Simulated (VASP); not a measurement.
Here is a VASP 6.6.1 calculation.

Contents of INCAR:

```
SYSTEM = TaN
PREC = Accurate
ENCUT = 700
EDIFF = 1E-6
ISMEAR = -1
SIGMA = 0.05
LREAL = .FALSE.
LASPH = .TRUE.
NELM = 120
ALGO = Normal
ISIF = 2
LWAVE = .FALSE.
LCHARG = .FALSE.
GGA = CA
NBANDS = 36
GGA_COMPAT = .FALSE.
```

Contents of KPOINTS:

```
Automatic mesh
0
G
  5 5 7
  0 0 0
```

The input POSCAR:

```
TaN
1.0
    5.0962945027      0.0000000000      0.0000000000
   -2.5481472514      4.4135205045      0.0000000000
    0.0000000000      0.0000000000      2.8553424740
Ta N
3 3
Direct
    0.3333333333      0.6666666667      0.5000000000
    0.6666666667      0.3333333333      0.5000000000
    0.0000000000      0.0000000000      0.0000000000
    0.3946501061      0.0000000000      0.0000000000
    0.6053498939      0.6053498939      0.0000000000
    0.0000000000      0.3946501061      0.0000000000
```

Potentials or basis: VASP PAW LDA potentials, release 64 (Ta_sv_GW, N).

Command:

```bash
$ cat potpaw_LDA.64/Ta_sv_GW/POTCAR potpaw_LDA.64/N/POTCAR > POTCAR
$ mpirun -np 1 vasp_std > vasp.out
```

**Question.** Predict the band gap on the k mesh.

**Answer.** Zero (bands 27 and 28 overlap by 2.77 eV).

**Question.** Estimate the pressure.

**Answer.** 11.2 GPa.

**Question.** Estimate the largest force.

**Answer.** 0.018 eV/Å.

Forces on the atoms (eV/Å):
```
Ta   0.000  0.000  0.000
Ta   0.000  0.000  0.000
Ta   0.000  0.000  0.000
N    0.018  0.000  0.000
N   -0.009 -0.016  0.000
N   -0.009  0.016  0.000
```

Caveat: the cell stands under pressure; spin-orbit coupling is left out, which moves the levels of the heavy elements.
